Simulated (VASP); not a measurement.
Wanted: the native input for a VASP 6.6.1 run.

```yaml
Task: single point
Functional: PBE
Potentials_or_basis: VASP PAW PBE potentials, release 64 (La)
Cutoff: 520 eV
k_mesh: 9 × 9 × 9
Occupations: fermi-dirac, width 0.05 eV
Spin: collinear spin
Starting_moments: "[1.0, 1.0] μB"
Dipole_correction: no
Further_INCAR_settings: ALGO = Normal; EDIFF = 1e-07; NBANDS = 22
```

The structure of La lies in POSCAR:

```
La
1.0
    0.0000000000      3.4678413753      3.4678413753
    3.4678413753      0.0000000000      3.4678413753
    3.4678413753      3.4678413753      0.0000000000
La
2
Direct
    0.1250000000      0.1250000000      0.1250000000
    0.8750000000      0.8750000000      0.8750000000
```

This isn't the form of La at room conditions, which is double hcp.

The input as run:

INCAR

```
SYSTEM = La
PREC = Accurate ; ENCUT = 520
EDIFF = 1E-7 ; ISMEAR = -1
SIGMA = 0.05 ; LREAL = .False.
LASPH = .True. ; NELM = 150
ALGO = Normal ; ISIF = 2
LWAVE = .False. ; LCHARG = .True.
ISPIN = 2 ; MAGMOM = 1 1
LORBIT = 11 ; LMAXMIX = 6
GGA = PE ; LELF = .True.
LVHAR = .True. ; NBANDS = 22
```

KPOINTS

```
regular mesh
0
Gamma
  9 9 9
  0 0 0
```

Potentials or basis: VASP PAW PBE potentials, release 64 (La).

Run with:

```bash
$ cat potpaw_PBE.64/La/POTCAR > POTCAR
$ mpirun -np 1 vasp_std > vasp.out
```

It gave:

The pressure is -3.4 GPa and the band gap on the k mesh is zero (filled and empty bands overlap). The net moment is 0.00 μB per cell and the valence electrons inside the program's atomic spheres are La 8.90.

Caveat: the cell stands under tension; spin-orbit coupling is left out, which moves the levels of the heavy elements.

Wall time 2.8 min on 1 thread of Intel(R) Xeon(R) Platinum 8488C (Sapphire Rapids), with other jobs on the host, peak memory 0.3 GiB.
